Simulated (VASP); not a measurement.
Here is a VASP 6.6.1 calculation.

File POSCAR:

```
Ca
1.0
    0.0000000000      2.7447912865      2.7447912865
    2.7447912865      0.0000000000      2.7447912865
    2.7447912865      2.7447912865      0.0000000000
Ca
1
Direct
    0.0000000000      0.0000000000      0.0000000000
```

Contents of INCAR.step1:

```
SYSTEM = Ca
PREC     = Accurate       ! precision mode
ENCUT    = 520            ! plane-wave cutoff, eV
ISMEAR   = -1             ! smearing method
SIGMA    = 0.1            ! smearing width, eV
LREAL    = .FALSE.        ! projectors in reciprocal space
LASPH    = .TRUE.         ! aspherical terms in the spheres
NELM     = 80             ! most SCF steps
NBANDS   = 11             ! bands
GGA      = PE             ! functional
ALGO     = Normal         ! electronic algorithm
EDIFF    = 1E-4           ! SCF threshold, eV
LWAVE    = .TRUE.         ! write WAVECAR
LCHARG   = .FALSE.        ! write CHGCAR
```

INCAR.step2

```
SYSTEM = Ca
PREC     = Accurate       ! precision mode
ENCUT    = 520            ! plane-wave cutoff, eV
EDIFF    = 1E-6           ! SCF threshold, eV
ISMEAR   = -1             ! smearing method
SIGMA    = 0.1            ! smearing width, eV
LREAL    = .FALSE.        ! projectors in reciprocal space
LASPH    = .TRUE.         ! aspherical terms in the spheres
NELM     = 80             ! most SCF steps
ALGO     = Normal         ! electronic algorithm
ISIF     = 2              ! what is computed and relaxed
LWAVE    = .FALSE.        ! write WAVECAR
LCHARG   = .FALSE.        ! write CHGCAR
METAGGA  = R2SCAN         ! meta-GGA
LMIXTAU  = .TRUE.       
NBANDS   = 11             ! bands
ISTART   = 1
```

The input KPOINTS:

```
regular mesh
0
G
  11 11 11
  0 0 0
```

Potentials or basis: VASP PAW PBE potentials, release 64 (Ca_sv).

The run is started by

```sh
$ cat potpaw_PBE.64/Ca_sv/POTCAR > POTCAR
$ cp INCAR.step1 INCAR
$ mpirun -np 1 vasp_std > vasp.out
$ cp INCAR.step2 INCAR
$ mpirun -np 1 vasp_std > vasp.out
```

Question: Estimate the band gap on the k mesh.

Answer: Zero (bands 5 and 6 overlap by 0.38 eV).

Question: What does it give for the pressure?

Answer: 0.9 GPa.

Caveat: the PAW data sets were made with another functional, which shifts forces and pressure a little.
